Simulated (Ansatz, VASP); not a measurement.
Ge: VASP beside Ansatz

The input POSCAR:

```
Ge
1.0
    0.0000000000      2.1440853679      2.1440853679
    2.1440853679      0.0000000000      2.1440853679
    2.1440853679      2.1440853679      0.0000000000
Ge
1
Direct
    0.0000000000      0.0000000000      0.0000000000
```

The input INCAR.step1:

```
PREC     = Accurate       # precision mode
ENCUT    = 520            # plane-wave cutoff, eV
ISMEAR   = -1             # smearing method
SIGMA    = 0.1            # smearing width, eV
LREAL    = False          # projectors in reciprocal space
LASPH    = True           # aspherical terms in the spheres
NELM     = 100            # most SCF steps
NBANDS   = 13             # bands
GGA      = PE             # functional
ALGO     = Normal         # electronic algorithm
EDIFF    = 1E-4           # SCF threshold, eV
LWAVE    = True           # write WAVECAR
LCHARG   = False          # write CHGCAR
```

Contents of INCAR.step2:

```
PREC     = Accurate       # precision mode
ENCUT    = 520            # plane-wave cutoff, eV
EDIFF    = 1E-6           # SCF threshold, eV
ISMEAR   = -1             # smearing method
SIGMA    = 0.1            # smearing width, eV
LREAL    = False          # projectors in reciprocal space
LASPH    = True           # aspherical terms in the spheres
NELM     = 100            # most SCF steps
ALGO     = Normal         # electronic algorithm
ISIF     = 2              # what is computed and relaxed
LWAVE    = False          # write WAVECAR
LCHARG   = True           # write CHGCAR
METAGGA  = R2SCAN         # meta-GGA
LMIXTAU  = True         
LELF     = True           # ELF
LVHAR    = True         
NBANDS   = 13             # bands
ISTART   = 1
```

The input KPOINTS:

```
regular mesh
0
Gamma
  14 14 14
```

Input for Ansatz:

```yaml
crystal:
  lattice:
    - [0.0, 2.1440853679, 2.1440853679]
    - [2.1440853679, 0.0, 2.1440853679]
    - [2.1440853679, 2.1440853679, 0.0]
  atoms:
    - { symbol: Ge, position: [0.0, 0.0, 0.0] }
hamiltonian:
  xc: r2scan
  pseudopotentials:
    kind: paw
    azcp:
      Ge: "pseudopotentials/Ge.paw.azcp"
basis:
  ecutwfc: 500
  fft_grid_basis: typed
kpoints:
  mp_grid: { grid: [14, 14, 14], shift: [0, 0, 0] }
magnetization:
  spin_polarized: false
scf:
  occupations: { method: fermi_dirac, width: 0.1 }
  lower_state_search: "off"
output:
  stress: true
```

Alike in both runs: task single point; functional r2SCAN; k mesh 14 × 14 × 14; occupations fermi-dirac, width 0.1 eV; no spin polarisation.

```csv
,VASP,Ansatz
version,VASP 6.6.1,Ansatz 0.2.0
potentials or method,"VASP PAW PBE potentials, release 64 (Ge_d), cutoff 520 eV","plane waves (500 eV) with PAW, scalar-relativistic"
valence electrons in the cell,14,14
```

|  | VASP | Ansatz | Ansatz less VASP |
| --- | --- | --- | --- |
| pressure (GPa) | -2.2 | -2.1 | +0.11 |

VASP's potentials were made for PBE, not for r2SCAN.
